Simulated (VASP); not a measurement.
Crystal: W.

```
W
1.0
    -1.58516    1.58516    1.58516
     1.58516   -1.58516    1.58516
     1.58516    1.58516   -1.58516
W
1
Direct
  0.00000 0.00000 0.00000
```

* Program: VASP 6.6.1
* Task: relaxation of cell and atoms
* Functional: PBEsol
* Potentials or basis: VASP PAW PBE potentials, release 64 (W_sv)
* Cutoff: 600 eV
* k mesh: 18 × 18 × 18
* Occupations: gaussian, width 0.1 eV
* Spin: no spin polarisation

At the start: pressure -4.1 GPa; volume 15.93 Å³/atom.

Where does the relaxation end?

Over 4 steps the energy falls by 2.7 meV/atom and the volume is 15.73 Å³/atom (-1.3 %); space group Im-3m (No. 229, to 0.05 Å).

Step by step:
```tsv
step	energy change (eV)	largest force (eV/Å)	pressure (GPa)	volume (Å³)
1	0.0000	0.0000	-4.13	15.93
2	0.0343	0.0000	17.15	15.00
3	-0.0027	0.0000	-0.05	15.73
4	-0.0027	0.0000	0.01	15.73
```

Final structure:
```cif
data_structure
_symmetry_space_group_name_H-M 'P 1'
_symmetry_Int_Tables_number 1
_cell_length_a 2.7337
_cell_length_b 2.7337
_cell_length_c 2.7337
_cell_angle_alpha 109.471
_cell_angle_beta 109.471
_cell_angle_gamma 109.471
_cell_volume 15.73
loop_
_atom_site_label
_atom_site_type_symbol
_atom_site_fract_x
_atom_site_fract_y
_atom_site_fract_z
_atom_site_occupancy
W1 W 0.00000 0.00000 0.00000 1
```

Caveat: the PAW data sets were made with another functional, which shifts forces and pressure a little.
